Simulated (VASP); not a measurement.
A run of VASP 6.6.1:

File INCAR:

```
PREC = Accurate
ENCUT = 520
EDIFF = 1E-6
ISMEAR = 0
SIGMA = 0.1
LREAL = F
LASPH = T
NELM = 60
ALGO = Normal
ISIF = 2
LWAVE = F
LCHARG = F
GGA = PE
NBANDS = 44
```

The input KPOINTS:

```
Automatic mesh
0
Gamma
  4 4 4
```

File POSCAR:

```
TlWF6
1.0
    0.0000000000      4.4370000000      4.4370000000
    4.4370000000      0.0000000000      4.4370000000
    4.4370000000      4.4370000000      0.0000000000
Tl W F
1 1 6
Direct
    0.5000000000      0.5000000000      0.5000000000
    0.0000000000      0.0000000000      0.0000000000
    0.7500000000      0.2500000000      0.2500000000
    0.2500000000      0.7500000000      0.7500000000
    0.2500000000      0.7500000000      0.2500000000
    0.7500000000      0.2500000000      0.7500000000
    0.2500000000      0.2500000000      0.7500000000
    0.7500000000      0.7500000000      0.2500000000
```

Potentials or basis: VASP PAW PBE potentials, release 64 (Tl_d, W_sv, F).

The run is started by

```console
$ cat potpaw_PBE.64/Tl_d/POTCAR potpaw_PBE.64/W_sv/POTCAR potpaw_PBE.64/F/POTCAR > POTCAR
$ mpirun -np 1 vasp_std > vasp.out
```

Hardware: 1 thread of AMD EPYC 9R45 96-Core Processor (Zen 5), with other jobs on the host.

How long does it take, and how much memory?

It took 55 s on 1 thread of AMD EPYC 9R45 96-Core Processor (Zen 5), with other jobs on the host, peak memory 0.31 GiB. Counts: scf iterations 17, k points 8.
